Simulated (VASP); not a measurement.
# W (Pm-3n) in VASP: single point with RPBE

Aim: the single point of W with RPBE.

All numbers are computed with VASP 6.6.1; they aren't measurements. Logs are shortened: lines on timing, memory, paths and dates and some standing lists are left out, and cuts for length are marked.

## (1) The cell of the first run

It takes space group Pm-3n (No. 223, cubic). Conventional cell: a = 5.099 Å, b = 5.099 Å, c = 5.099 Å, α = 90.00°, β = 90.00°, γ = 90.00°. Within 3.8 Å of W (site symmetry m-3) lie 12 W at 2.85 Å. W (site symmetry -4m2) has 14 W at 2.55 to 3.12 Å within 3.4 Å.

## (2) Single point, RPBE

File INCAR:

```
ALGO = Normal ; EDIFF = 1E-6
ENCUT = 520 ; GGA = RP
ISIF = 2 ; ISMEAR = -1
LASPH = True ; LCHARG = True
LELF = True ; LREAL = False
LVHAR = True ; LWAVE = False
NBANDS = 66 ; NELM = 80
PREC = Accurate ; SIGMA = 0.1
```

File KPOINTS:

```
k-points
0
Gamma
  5 5 5
```

File POSCAR:

```
W
1.0
    5.0990309244      0.0000000000      0.0000000000
    0.0000000000      5.0990309244      0.0000000000
    0.0000000000      0.0000000000      5.0990309244
W
8
Direct
    1.0000000000      1.0000000000      1.0000000000
    0.5000000000      0.5000000000      0.5000000000
    1.0000000000      0.5000000000      0.2500000000
    1.0000000000      0.5000000000      0.7500000000
    0.2500000000      0.0000000000      0.5000000000
    0.7500000000      1.0000000000      0.5000000000
    0.5000000000      0.7500000000      1.0000000000
    0.5000000000      0.2500000000      1.0000000000
```

Potentials or basis: VASP PAW PBE potentials, release 64 (W_sv).

Run with:

```sh
cat potpaw_PBE.64/W_sv/POTCAR > POTCAR
mpirun -np 1 vasp_std > vasp.out
```

OUTCAR:

```text
EDIFF = 1E-6
   ENCUT = 520
   GGA = RP
   ISIF = 2
   ISMEAR = -1
   LASPH = True
   LREAL = False
   NELM = 80
   PREC = Accurate

 ion  position               nearest neighbor table
   1  0.000  0.000  0.000-   3 2.85   4 2.85   5 2.85   6 2.85   7 2.85   8 2.85   5 2.85   6 2.85
                             3 2.85   4 2.85   7 2.85   8 2.85
   2  0.500  0.500  0.500-   3 2.85   4 2.85   5 2.85   6 2.85   7 2.85   8 2.85   7 2.85   8 2.85
                             5 2.85   6 2.85   3 2.85   4 2.85
   3  0.000  0.500  0.250-   4 2.55   4 2.55   1 2.85   2 2.85   1 2.85   2 2.85   8 3.12   5 3.12
                             6 3.12   5 3.12   6 3.12   7 3.12   7 3.12   8 3.12
   4  0.000  0.500  0.750-   3 2.55   3 2.55   1 2.85   2 2.85   1 2.85   2 2.85   8 3.12   5 3.12
                             6 3.12   5 3.12   6 3.12   7 3.12   7 3.12   8 3.12
   5  0.250  0.000  0.500-   6 2.55   6 2.55   1 2.85   1 2.85   2 2.85   2 2.85   8 3.12   4 3.12
                             7 3.12   8 3.12   3 3.12   3 3.12   4 3.12   7 3.12
   6  0.750  0.000  0.500-   5 2.55   5 2.55   1 2.85   1 2.85   2 2.85   2 2.85   8 3.12   4 3.12
                             7 3.12   8 3.12   3 3.12   3 3.12   4 3.12   7 3.12
   7  0.500  0.750  0.000-   8 2.55   8 2.55   1 2.85   2 2.85   2 2.85   1 2.85   3 3.12   4 3.12
                             5 3.12   6 3.12   5 3.12   6 3.12   3 3.12   4 3.12
   8  0.500  0.250  0.000-   7 2.55   7 2.55   1 2.85   2 2.85   2 2.85   1 2.85   3 3.12   4 3.12
                             5 3.12   6 3.12   5 3.12   6 3.12   3 3.12   4 3.12

  LATTYP: Found a simple cubic cell.
 ALAT       =     5.0990309244

  Lattice vectors:

 A1 = (   5.0990309244,   0.0000000000,   0.0000000000)
 A2 = (   0.0000000000,   5.0990309244,   0.0000000000)
 A3 = (   0.0000000000,   0.0000000000,   5.0990309244)

Analysis of symmetry for initial positions (statically):
=====================================================================
 Subroutine PRICEL returns:
 Original cell was already a primitive cell.

 Routine SETGRP: Setting up the symmetry group for a
 simple cubic supercell.

 Subroutine GETGRP returns: Found 48 space group operations
 (whereof 24 operations were pure point group operations)
 out of a pool of 48 trial point group operations.

The static configuration has the point symmetry T_h .
 The point group associated with its full space group is O_h .

Analysis of symmetry for dynamics (positions and initial velocities):
=====================================================================
 Subroutine PRICEL returns:
 Original cell was already a primitive cell.

 Routine SETGRP: Setting up the symmetry group for a
 simple cubic supercell.

 Subroutine GETGRP returns: Found 48 space group operations
 (whereof 24 operations were pure point group operations)
 out of a pool of 48 trial point group operations.

The dynamic configuration has the point symmetry T_h .
 The point group associated with its full space group is O_h .

 Subroutine INISYM returns: Found 48 space group operations
 (whereof 24 operations are pure point group operations),
 and found     1 'primitive' translations

----------------------------------------------------------------------------------------

                                     Primitive cell

  volume of cell :     132.5754

  direct lattice vectors                    reciprocal lattice vectors
     5.099030924  0.000000000  0.000000000     0.196115696  0.000000000  0.000000000
     0.000000000  5.099030924  0.000000000     0.000000000  0.196115696  0.000000000
     0.000000000  0.000000000  5.099030924     0.000000000  0.000000000  0.196115696

  length of vectors
     5.099030924  5.099030924  5.099030924     0.196115696  0.196115696  0.196115696

  position of ions in fractional coordinates (direct lattice)
     0.000000000  0.000000000  0.000000000
     0.500000000  0.500000000  0.500000000
     0.000000000  0.500000000  0.250000000
     0.000000000  0.500000000  0.750000000
     0.250000000  0.000000000  0.500000000
     0.750000000  0.000000000  0.500000000
     0.500000000  0.750000000  0.000000000
     0.500000000  0.250000000  0.000000000

  ion indices of the primitive-cell ions
   primitive index   ion index
                 1           1
                 2           2
                 3           3
                 4           4
                 5           5
                 6           6
                 7           7
                 8           8

----------------------------------------------------------------------------------------

 KPOINTS: k-points

Automatic generation of k-mesh.
 Grid dimensions read from file:
 generate k-points for:    5    5    5

 Generating k-lattice:

  Cartesian coordinates                     Fractional coordinates (reciprocal lattice)
     0.039223139  0.000000000  0.000000000     0.200000000  0.000000000  0.000000000
     0.000000000  0.039223139  0.000000000     0.000000000  0.200000000  0.000000000
     0.000000000  0.000000000  0.039223139     0.000000000  0.000000000  0.200000000

  Length of vectors
     0.039223139  0.039223139  0.039223139

  Shift w.r.t. Gamma in fractional coordinates (k-lattice)
     0.000000000  0.000000000  0.000000000

 Subroutine IBZKPT returns following result:
 ===========================================

 Found     10 irreducible k-points:

 Following reciprocal coordinates:
            Coordinates               Weight
  0.000000  0.000000  0.000000      1.000000
  0.200000  0.000000  0.000000      6.000000
  0.400000  0.000000  0.000000      6.000000
  0.200000  0.200000  0.000000     12.000000
  0.400000  0.200000  0.000000     24.000000
  0.400000  0.400000  0.000000     12.000000
  0.200000  0.200000  0.200000      8.000000
  0.400000  0.200000  0.200000     24.000000
  0.400000  0.400000  0.200000     24.000000
  0.400000  0.400000  0.400000      8.000000
   k-points           NKPTS =     10   k-points in BZ     NKDIM =     10   number of bands    NBANDS=     66
   number of dos      NEDOS =    301   number of ions     NIONS =      8
   total plane-waves  NPLWV =  64000
   dimension x,y,z NGX =    40 NGY =   40 NGZ =   40
   dimension x,y,z NGXF=    80 NGYF=   80 NGZF=   80
   ions per type =               8
   NGX,Y,Z   is equivalent  to a cutoff of  13.04, 13.04, 13.04 a.u.
   NGXF,Y,Z  is equivalent  to a cutoff of  26.08, 26.08, 26.08 a.u.
 SYSTEM =  unknown system
   PREC   = accura    normal or accurate (medium, high low for compatibility)
   ISTART =      0    job   : 0-new  1-cont  2-samecut
   ICHARG =      2    charge: 1-file 2-atom 10-const
   ISPIN  =      1    spin polarized calculation?
   LNONCOLLINEAR =      F non collinear calculations
   LSORBIT =      F    spin-orbit coupling
   LASPH  =      T    aspherical Exc in radial PAW
   ENCUT  =  520.0 eV  38.22 Ry    6.18 a.u.   9.48  9.48  9.48*2*pi/ulx,y,z
   NELM   =     80;   NELMIN=  2; NELMDL= -5     # of ELM steps
   EDIFF  = 0.1E-05   stopping-criterion for ELM
   LREAL  =      F    real-space projection
   EDIFFG = 0.1E-04   stopping-criterion for IOM
   NSW    =      0    number of steps for IOM
   IBRION =     -1    ionic relax: 0-MD 1-quasi-New 2-CG
   NFREE  =      0    steps in history (QN), initial steepest desc. (CG)
   ISIF   =      2    stress and relaxation
   ISYM   =      2    0-nonsym 1-usesym 2-fastsym
   POTIM  = 0.5000    time-step for ionic-motion
   TEBEG  =    0.0;   TEEND  =   0.0 temperature during run
   PSTRESS=    0.0 pullay stress
   NELECT =     112.0000    total number of electrons
   NUPDOWN=      -1.0000    fix difference up-down
   EMIN   =  10.00;   EMAX   =-10.00  energy-range for DOS
   EFERMI =   0.00;   METHOD = LEGACY
   ISMEAR =    -1;   SIGMA  =   0.10  broadening in eV -4-tet -1-fermi 0-gaus
   EFERMI_NEDOS =   21; number of points for ismear=-14 and -15
   IALGO  =     38    algorithm
   IMIX   =      4    mixing-type and parameters
     AMIX     =   0.40;   BMIX     =  1.00
     AMIX_MAG =   1.60;   BMIX_MAG =  1.00
  volume/ion in A,a.u.               =      16.57       111.83
  Fermi-wavevector in a.u.,A,eV,Ry     =   1.547604  2.924548 32.587019  2.395078
  Thomas-Fermi vector in A             =   2.652674
   LORBIT       =      0    0 simple, 1 ext, 2 COOP (PROOUT), +10 PAW based schemes
   GGA     = RP    functional components
   LHFCALC =     F    Hartree Fock is set to
   AEXX    =    0.0000 exact exchange contribution
   IVDW    =     0    specifies the selected vdW correction
   LEPSILON=     F    determine dielectric tensor
   LRPA    =     F    only Hartree local field effects (RPA)
 non-spin polarized calculation
  energy-cutoff  :      520.00
  volume of cell :      132.58
 maximum number of plane-waves:      3595
 NGX is ok and might be reduce to    40
   NGX = 19   NGY = 19   NGZ = 19

 number of electron     112.0000005 magnetization

 Free energy of the ion-electron system (eV)
  ---------------------------------------------------
  ext. energy  EPLUGINS =         0.00000000
  ---------------------------------------------------
  free energy    TOTEN  =       -98.56834968 eV

  energy without entropy =      -98.46238855  energy(sigma->0) =      -98.51536912

 E-fermi :  10.6365     XC(G=0): -13.3205

 val. band max:       10.6112483980   @ k =   0.2000   0.0000   0.0000
 cond. band min:      10.6768966156   @ k =   0.4000   0.0000   0.0000
 fundamental gap:      0.0656482176
 Fermi energy:        10.6364926539

 k-point     1 :       0.0000    0.0000    0.0000
  band No.  band energies     occupation
      1     -63.4114      2.00000
      2     -63.3705      2.00000
      3     -63.3705      2.00000
      4     -63.2424      2.00000
      5     -63.2424      2.00000
      6     -63.2424      2.00000
[... 58 lines left out ...]
     65      12.4527      0.00000
     66      13.5748      0.00000

 k-point     2 :       0.2000    0.0000    0.0000
  band No.  band energies     occupation
      1     -63.4044      2.00000
      2     -63.3727      2.00000
      3     -63.3611      2.00000
      4     -63.2561      2.00000
      5     -63.2424      2.00000
      6     -63.2424      2.00000
[... 610 lines left out ...]
     65      13.2035      0.00000
     66      13.2399      0.00000

------------------------ aborting loop because EDIFF is reached ----------------------------------------

  FORCE on cell =-STRESS in cart. coord.  units (eV):
  Direction    XX          YY          ZZ          XY          YZ          ZX
  --------------------------------------------------------------------------------------
  -------------------------------------------------------------------------------------
  Total        0.4212885      0.4212885      0.4212885      0.0000000     -0.0000000      0.0000000
  in kB        5.0912833      5.0912833      5.0912833      0.0000000     -0.0000000      0.0000000
  external PRESSURE =       5.0912833 kB  Pullay stress =       0.0000000 kB

 VOLUME and BASIS-vectors are now :
 -----------------------------------------------------------------------------
  energy-cutoff  :      520.00
  volume of cell :      132.58
      direct lattice vectors                 reciprocal lattice vectors
     5.099030924  0.000000000  0.000000000     0.196115696  0.000000000  0.000000000
     0.000000000  5.099030924  0.000000000     0.000000000  0.196115696  0.000000000
     0.000000000  0.000000000  5.099030924     0.000000000  0.000000000  0.196115696

 POSITION                                       TOTAL-FORCE (eV/Angst)
 -----------------------------------------------------------------------------------
      0.00000      0.00000      0.00000        -0.000000      0.000000      0.000000
      2.54952      2.54952      2.54952        -0.000000      0.000000      0.000000
      0.00000      2.54952      1.27476        -0.000000      0.000000     -0.000000
      0.00000      2.54952      3.82427        -0.000000      0.000000      0.000000
      1.27476      0.00000      2.54952        -0.000000      0.000000     -0.000000
      3.82427      0.00000      2.54952         0.000000     -0.000000      0.000000
      2.54952      3.82427      0.00000         0.000000      0.000000     -0.000000
      2.54952      1.27476      0.00000         0.000000     -0.000000      0.000000
 -----------------------------------------------------------------------------------
    total drift:                               -0.000000     -0.000000      0.000000

  FREE ENERGIE OF THE ION-ELECTRON SYSTEM (eV)
  ---------------------------------------------------
  free  energy   TOTEN  =       -98.5683496846 eV

  energy  without entropy=      -98.4623885492  energy(sigma->0) =      -98.51536912
```

It took 1.7 min on 1 thread of Intel Xeon Platinum 8375C at 2.90GHz (Ice Lake), shared host; peak memory 0.26 GiB.

What came out:

```
Free energy            : -98.5683 eV
Pressure               : 0.5 GPa
Band gap on the k mesh : zero (band 56 reaches 10.71 eV, above the bottom of band 57 at 10.24 eV)
```

Caveat: the PAW data sets were made with another functional, which shifts forces and pressure a little; spin-orbit coupling is left out, which moves the levels of the heavy elements.
